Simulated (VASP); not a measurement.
# CdS (Pmmn) in VASP: single point with LDA

Aim: the single point of CdS with LDA.

Everything below comes from runs of VASP 6.6.1. Logs are shortened: lines on timing, memory, paths and dates and some standing lists are left out, and cuts for length are marked.

## (1) The cell of the first run

Symmetry: Pmmn, No. 59, orthorhombic system. The conventional cell has a = 3.898 Å, b = 5.511 Å, c = 3.898 Å, α = 90.00°, β = 90.00°, γ = 90.00°. Within 3.6 Å of Cd (site symmetry mm2) lie 6 S at 2.75 to 2.76 Å. S (site symmetry mm2) has 6 Cd at 2.75 to 2.76 Å within 3.6 Å.

## (2) Single point, LDA

Input file INCAR:

```
SYSTEM = CdS
PREC = Accurate
ENCUT = 520
EDIFF = 1E-7
ISMEAR = -1
SIGMA = 0.01
LREAL = .False.
LASPH = .True.
NELM = 80
ALGO = Normal
ISIF = 2
LWAVE = .False.
LCHARG = .False.
NBANDS = 26
```

Input file KPOINTS:

```
regular mesh
0
Gamma
  2 2 2
  0 0 0
```

Input file POSCAR:

```
CdS
1.0
    3.8984360000      0.0000000000      0.0000000000
    0.0000000000      5.5114920000      0.0000000000
    0.0000000000      0.0000000000      3.8981040000
Cd S
2 2
Direct
    0.5000000000      0.5000000000      0.2430260000
    0.0000000000      0.0000000000      0.7569740000
    0.5000000000      0.0000000000      0.2551630000
    0.0000000000      0.5000000000      0.7448370000
```

Potentials or basis: VASP PAW LDA potentials, release 64 (Cd, S).

Run with:

```sh
$ cat potpaw_LDA.64/Cd/POTCAR potpaw_LDA.64/S/POTCAR > POTCAR
$ mpirun -np 1 vasp_std > vasp.out
```

OUTCAR:

```text
SYSTEM = CdS
   PREC = Accurate
   ENCUT = 520
   EDIFF = 1E-7
   ISMEAR = -1
   LREAL = .False.
   LASPH = .True.
   NELM = 80
   ISIF = 2

 ion  position               nearest neighbor table
   1  0.500  0.500  0.243-   4 2.75   4 2.75   3 2.76   3 2.76   4 2.76   4 2.76
   2  0.000  0.000  0.757-   3 2.75   3 2.75   4 2.76   4 2.76   3 2.76   3 2.76
   3  0.500  0.000  0.255-   2 2.75   2 2.75   1 2.76   1 2.76   2 2.76   2 2.76
   4  0.000  0.500  0.745-   1 2.75   1 2.75   2 2.76   2 2.76   1 2.76   1 2.76

  LATTYP: Found a simple orthorhombic cell.
 ALAT       =     3.8981040000
 B/A-ratio  =     1.0000851696
 C/A-ratio  =     1.4138904452

  Lattice vectors:

 A1 = (   0.0000000000,   0.0000000000,   3.8981040000)
 A2 = (   3.8984360000,   0.0000000000,   0.0000000000)
 A3 = (   0.0000000000,   5.5114920000,   0.0000000000)

Analysis of symmetry for initial positions (statically):
=====================================================================
 Subroutine PRICEL returns:
 Original cell was already a primitive cell.

 Routine SETGRP: Setting up the symmetry group for a
 simple orthorhombic supercell.

 Subroutine GETGRP returns: Found  8 space group operations
 (whereof  4 operations were pure point group operations)
 out of a pool of  8 trial point group operations.

The static configuration has the point symmetry C_2v.
 The point group associated with its full space group is D_2h.

Analysis of symmetry for dynamics (positions and initial velocities):
=====================================================================
 Subroutine PRICEL returns:
 Original cell was already a primitive cell.

 Routine SETGRP: Setting up the symmetry group for a
 simple orthorhombic supercell.

 Subroutine GETGRP returns: Found  8 space group operations
 (whereof  4 operations were pure point group operations)
 out of a pool of  8 trial point group operations.

The dynamic configuration has the point symmetry C_2v.
 The point group associated with its full space group is D_2h.

 Subroutine INISYM returns: Found  8 space group operations
 (whereof  4 operations are pure point group operations),
 and found     1 'primitive' translations

----------------------------------------------------------------------------------------

                                     Primitive cell

  volume of cell :      83.7554

  direct lattice vectors                    reciprocal lattice vectors
     3.898436000  0.000000000  0.000000000     0.256513125  0.000000000  0.000000000
     0.000000000  5.511492000  0.000000000     0.000000000  0.181439073  0.000000000
     0.000000000  0.000000000  3.898104000     0.000000000  0.000000000  0.256534972

  length of vectors
     3.898436000  5.511492000  3.898104000     0.256513125  0.181439073  0.256534972

  position of ions in fractional coordinates (direct lattice)
     0.500000000  0.500000000  0.243026000
     0.000000000  0.000000000  0.756974000
     0.500000000  0.000000000  0.255163000
     0.000000000  0.500000000  0.744837000

  ion indices of the primitive-cell ions
   primitive index   ion index
                 1           1
                 2           2
                 3           3
                 4           4

----------------------------------------------------------------------------------------

 KPOINTS: regular mesh

Automatic generation of k-mesh.
 Grid dimensions read from file:
 generate k-points for:    2    2    2

 Generating k-lattice:

  Cartesian coordinates                     Fractional coordinates (reciprocal lattice)
     0.128256562  0.000000000  0.000000000     0.500000000  0.000000000  0.000000000
     0.000000000  0.090719537  0.000000000     0.000000000  0.500000000  0.000000000
     0.000000000  0.000000000  0.128267486     0.000000000  0.000000000  0.500000000

  Length of vectors
     0.128256562  0.090719537  0.128267486

  Shift w.r.t. Gamma in fractional coordinates (k-lattice)
     0.000000000  0.000000000  0.000000000

 Subroutine IBZKPT returns following result:
 ===========================================

 Found      8 irreducible k-points:

 Following reciprocal coordinates:
            Coordinates               Weight
  0.000000  0.000000  0.000000      1.000000
  0.500000  0.000000  0.000000      1.000000
  0.000000  0.500000  0.000000      1.000000
  0.500000  0.500000  0.000000      1.000000
  0.000000  0.000000  0.500000      1.000000
  0.500000  0.000000  0.500000      1.000000
  0.000000  0.500000  0.500000      1.000000
  0.500000  0.500000  0.500000      1.000000
   k-points           NKPTS =      8   k-points in BZ     NKDIM =      8   number of bands    NBANDS=     26
   number of dos      NEDOS =    301   number of ions     NIONS =      4
   total plane-waves  NPLWV =  37800
   dimension x,y,z NGX =    30 NGY =   42 NGZ =   30
   dimension x,y,z NGXF=    60 NGYF=   84 NGZF=   60
   ions per type =               2   2
   NGX,Y,Z   is equivalent  to a cutoff of  12.79, 12.67, 12.79 a.u.
   NGXF,Y,Z  is equivalent  to a cutoff of  25.59, 25.34, 25.59 a.u.
 SYSTEM =  CdS
   PREC   = accura    normal or accurate (medium, high low for compatibility)
   ISTART =      0    job   : 0-new  1-cont  2-samecut
   ICHARG =      2    charge: 1-file 2-atom 10-const
   ISPIN  =      1    spin polarized calculation?
   LNONCOLLINEAR =      F non collinear calculations
   LSORBIT =      F    spin-orbit coupling
   LASPH  =      T    aspherical Exc in radial PAW
   ENCUT  =  520.0 eV  38.22 Ry    6.18 a.u.   7.25 10.25  7.25*2*pi/ulx,y,z
   NELM   =     80;   NELMIN=  2; NELMDL= -5     # of ELM steps
   EDIFF  = 0.1E-06   stopping-criterion for ELM
   LREAL  =      F    real-space projection
   EDIFFG = 0.1E-05   stopping-criterion for IOM
   NSW    =      0    number of steps for IOM
   IBRION =     -1    ionic relax: 0-MD 1-quasi-New 2-CG
   NFREE  =      0    steps in history (QN), initial steepest desc. (CG)
   ISIF   =      2    stress and relaxation
   ISYM   =      2    0-nonsym 1-usesym 2-fastsym
   POTIM  = 0.5000    time-step for ionic-motion
   TEBEG  =    0.0;   TEEND  =   0.0 temperature during run
   PSTRESS=    0.0 pullay stress
   NELECT =      36.0000    total number of electrons
   NUPDOWN=      -1.0000    fix difference up-down
   EMIN   =  10.00;   EMAX   =-10.00  energy-range for DOS
   EFERMI =   0.00;   METHOD = LEGACY
   ISMEAR =    -1;   SIGMA  =   0.01  broadening in eV -4-tet -1-fermi 0-gaus
   EFERMI_NEDOS =   21; number of points for ismear=-14 and -15
   IALGO  =     38    algorithm
   IMIX   =      4    mixing-type and parameters
     AMIX     =   0.40;   BMIX     =  1.00
     AMIX_MAG =   1.60;   BMIX_MAG =  1.00
  volume/ion in A,a.u.               =      20.94       141.30
  Fermi-wavevector in a.u.,A,eV,Ry     =   1.235486  2.334731 20.768298  1.526427
  Thomas-Fermi vector in A             =   2.370134
   LORBIT       =      0    0 simple, 1 ext, 2 COOP (PROOUT), +10 PAW based schemes
   GGA     = CA    functional components
   LHFCALC =     F    Hartree Fock is set to
   AEXX    =    0.0000 exact exchange contribution
   IVDW    =     0    specifies the selected vdW correction
   LEPSILON=     F    determine dielectric tensor
   LRPA    =     F    only Hartree local field effects (RPA)
 non-spin polarized calculation
  energy-cutoff  :      520.00
  volume of cell :       83.76
 maximum number of plane-waves:      2316
 NGX is ok and might be reduce to    30
   NGX = 15   NGY = 21   NGZ = 15

 number of electron      36.0000007 magnetization

 Free energy of the ion-electron system (eV)
  ---------------------------------------------------
  ext. energy  EPLUGINS =         0.00000000
  ---------------------------------------------------
  free energy    TOTEN  =       -13.07378493 eV

  energy without entropy =      -13.05907857  energy(sigma->0) =      -13.06643175

 E-fermi :   2.5633     XC(G=0): -10.6281

 val. band max:        2.5608555698   @ k =   0.5000   0.0000   0.5000
 cond. band min:       3.1424400039   @ k =   0.0000   0.0000   0.0000
 fundamental gap:      0.5815844341
 Fermi energy:         2.5632983258

 k-point     1 :       0.0000    0.0000    0.0000
  band No.  band energies     occupation
      1     -10.0844      2.00000
      2      -9.1981      2.00000
      3      -5.1901      2.00000
      4      -5.0404      2.00000
      5      -5.0369      2.00000
      6      -5.0345      2.00000
[... 18 lines left out ...]
     25      12.0779      0.00000
     26      13.3847      0.00000

 k-point     2 :       0.5000    0.0000    0.0000
  band No.  band energies     occupation
      1      -9.1491      2.00000
      2      -9.1491      2.00000
      3      -5.2649      2.00000
      4      -5.2649      2.00000
      5      -5.2156      2.00000
      6      -5.2156      2.00000
[... 18 lines left out ...]
     25       9.6645      0.00000
     26       9.6645      0.00000

 k-point     3 :       0.0000    0.5000    0.0000
  band No.  band energies     occupation
      1      -9.5395      2.00000
      2      -9.5395      2.00000
      3      -5.1702      2.00000
      4      -5.1702      2.00000
      5      -5.1139      2.00000
      6      -5.1139      2.00000
[... 18 lines left out ...]
     25      11.5861      0.00000
     26      11.5906      0.00000

 k-point     4 :       0.5000    0.5000    0.0000
  band No.  band energies     occupation
      1      -8.9699      2.00000
      2      -8.9699      2.00000
      3      -5.3282      2.00000
      4      -5.3282      2.00000
      5      -5.3218      2.00000
      6      -5.3218      2.00000
[... 18 lines left out ...]
     25       8.9914      0.00000
     26       8.9914      0.00000

 k-point     5 :       0.0000    0.0000    0.5000
  band No.  band energies     occupation
      1      -9.1650      2.00000
      2      -9.1328      2.00000
      3      -5.2653      2.00000
      4      -5.2608      2.00000
      5      -5.2255      2.00000
      6      -5.2096      2.00000
[... 18 lines left out ...]
     25       9.5311      0.00000
     26       9.7960      0.00000

 k-point     6 :       0.5000    0.0000    0.5000
  band No.  band energies     occupation
      1      -9.1993      2.00000
      2      -9.1993      2.00000
      3      -5.1868      2.00000
      4      -5.1868      2.00000
      5      -4.9328      2.00000
      6      -4.9328      2.00000
[... 18 lines left out ...]
     25      13.3878      0.00000
     26      13.3901      0.00000

 k-point     7 :       0.0000    0.5000    0.5000
  band No.  band energies     occupation
      1      -8.9698      2.00000
      2      -8.9698      2.00000
      3      -5.3279      2.00000
      4      -5.3279      2.00000
      5      -5.3223      2.00000
      6      -5.3223      2.00000
[... 18 lines left out ...]
     25       8.9904      0.00000
     26       8.9904      0.00000

 k-point     8 :       0.5000    0.5000    0.5000
  band No.  band energies     occupation
      1      -9.0496      2.00000
      2      -9.0496      2.00000
      3      -5.1718      2.00000
      4      -5.1718      2.00000
      5      -5.0297      2.00000
      6      -5.0297      2.00000
[... 18 lines left out ...]
     25      10.0599      0.00000
     26      10.0599      0.00000

------------------------ aborting loop because EDIFF is reached ----------------------------------------

  FORCE on cell =-STRESS in cart. coord.  units (eV):
  Direction    XX          YY          ZZ          XY          YZ          ZX
  --------------------------------------------------------------------------------------
  -------------------------------------------------------------------------------------
  Total       -0.5575888     -4.9737065     -0.5650737      0.0000000      0.0000000      0.0000000
  in kB      -10.6662466    -95.1431928    -10.8094275      0.0000000      0.0000000      0.0000000
  external PRESSURE =     -38.8729556 kB  Pullay stress =       0.0000000 kB

 VOLUME and BASIS-vectors are now :
 -----------------------------------------------------------------------------
  energy-cutoff  :      520.00
  volume of cell :       83.76
      direct lattice vectors                 reciprocal lattice vectors
     3.898436000  0.000000000  0.000000000     0.256513125  0.000000000  0.000000000
     0.000000000  5.511492000  0.000000000     0.000000000  0.181439073  0.000000000
     0.000000000  0.000000000  3.898104000     0.000000000  0.000000000  0.256534972

 POSITION                                       TOTAL-FORCE (eV/Angst)
 -----------------------------------------------------------------------------------
      1.94922      2.75575      0.94734         0.000000      0.000000      0.026061
      0.00000      0.00000      2.95076         0.000000      0.000000     -0.026061
      1.94922      0.00000      0.99465         0.000000      0.000000     -0.023428
      0.00000      2.75575      2.90345         0.000000      0.000000      0.023428
 -----------------------------------------------------------------------------------
    total drift:                                0.000000      0.000000      0.000000

  FREE ENERGIE OF THE ION-ELECTRON SYSTEM (eV)
  ---------------------------------------------------
  free  energy   TOTEN  =       -13.0737849284 eV

  energy  without entropy=      -13.0590785672  energy(sigma->0) =      -13.06643175
```

It took 17 s on 1 thread of Intel Xeon 6975P-C (Granite Rapids), shared host; peak memory 0.16 GiB.

What came out:

```
Free energy            : -13.0738 eV
Pressure               : -3.9 GPa
Largest force          : 0.026 eV/Å
Band gap on the k mesh : zero (filled and empty bands touch)
```

Forces in eV/Å, atoms in the order of the input:
```
Cd   0.000  0.000  0.026
Cd   0.000  0.000 -0.026
S    0.000  0.000 -0.023
S    0.000  0.000  0.023
```

Stress tensor (GPa, compression positive):
```
-1.07  0.00  0.00
 0.00 -9.51  0.00
 0.00  0.00 -1.08
```

Levels at points of the mesh, in eV from the Fermi level:
| k point | band 15 | band 16 | band 17 | band 18 | band 19 | band 20 | band 21 | band 22 |
| --- | --- | --- | --- | --- | --- | --- | --- | --- |
| (0.00, 0.00, 0.00) | -2.10 | -0.74 | -0.72 | -0.72 | 0.00 | 0.58 | 5.94 | 9.09 |
| (0.50, 0.00, 0.00) | -2.30 | -2.30 | -0.15 | -0.15 | 4.19 | 4.19 | 5.17 | 5.17 |
| (0.00, 0.50, 0.00) | -1.37 | -1.37 | -1.37 | -1.37 | 2.80 | 2.80 | 6.30 | 6.30 |
| (0.50, 0.50, 0.00) | -0.02 | -0.02 | -0.01 | -0.01 | 3.31 | 3.31 | 5.72 | 5.72 |
| (0.00, 0.00, 0.50) | -2.30 | -2.30 | -0.16 | -0.14 | 4.18 | 4.21 | 5.17 | 5.17 |
| (0.50, 0.00, 0.50) | -2.12 | -2.12 | -2.09 | -2.09 | 0.00 | 0.00 | 5.93 | 5.93 |
| (0.00, 0.50, 0.50) | -0.02 | -0.02 | -0.01 | -0.01 | 3.31 | 3.31 | 5.72 | 5.72 |
| (0.50, 0.50, 0.50) | -3.16 | -3.16 | -2.91 | -2.91 | 3.18 | 3.18 | 6.44 | 6.44 |

Caveat: the k points lie up to 0.81 Å⁻¹ apart.
